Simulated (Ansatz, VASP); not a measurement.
One calculation of GeW, two programs

```
Ge W
1.0
     0.00000    2.57761    2.57761
     2.57761    0.00000    2.57761
     2.57761    2.57761    0.00000
Ge W
1 1
Direct
  0.50000 0.50000 0.50000
  0.00000 0.00000 0.00000
```

Alike in both runs: task relaxation of cell and atoms; functional PBE; k mesh 9 × 9 × 9; occupations fermi-dirac, width 0.05 eV; no spin polarisation; Hubbard terms W d U = 2.0 eV.

```csv
,VASP,Ansatz
version,VASP 6.6.1,Ansatz 0.2.0
potentials or method,"VASP PAW PBE potentials, release 64 (Ge_d, W_sv)",Ansatz PAW
plane-wave cutoff (eV),600,420
valence electrons in the cell,28,28
```

|  | VASP | Ansatz | Ansatz less VASP |
| --- | --- | --- | --- |
| gap on the k mesh at the Fermi level, each at its own relaxed structure (eV) | none | none | - |
| relaxed volume (Å³/atom) | 17.34 | 17.14 | -0.202 |
| relaxed cell length with the largest relative difference (Å) | 3.660 | 3.646 | -0.0143 |

The programs project onto different local orbitals, so the same U acts differently, and such runs can settle in different states. A gap of «none» marks a metal or a gap that the smearing closes.

Spin-orbit coupling is off throughout. Noted on Ansatz's run: the plane-wave basis is chosen anew once the cell has moved, so the energies of steps on either side of that aren't comparable.
